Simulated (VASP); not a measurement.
Here is a VASP 6.6.1 calculation.

File INCAR:

```
ALGO = Normal
EDIFF = 1E-7
ENCUT = 520
GGA = PS
ISIF = 2
ISMEAR = -1
LASPH = T
LCHARG = F
LREAL = F
LWAVE = F
NBANDS = 17
NELM = 80
PREC = Accurate
SIGMA = 0.05
```

File KPOINTS:

```
k-points
0
Gamma
  7 7 7
```

POSCAR

```
TePb
1.0
    0.0000000000      3.2093147829      3.2093147829
    3.2093147829      0.0000000000      3.2093147829
    3.2093147829      3.2093147829      0.0000000000
Pb Te
1 1
Direct
    0.0000000000      0.0000000000      0.0000000000
    0.5000000000      0.5000000000      0.5000000000
```

Potentials or basis: VASP PAW PBE potentials, release 64 (Pb_d, Te).

Launch:

```console
$ cat potpaw_PBE.64/Pb_d/POTCAR potpaw_PBE.64/Te/POTCAR > POTCAR
$ mpirun -np 1 vasp_std > vasp.out
```

Problem. What does it give for the pressure?

Solution. 0.5 GPa.

Caveat: the PAW data sets were made with another functional, which shifts forces and pressure a little.
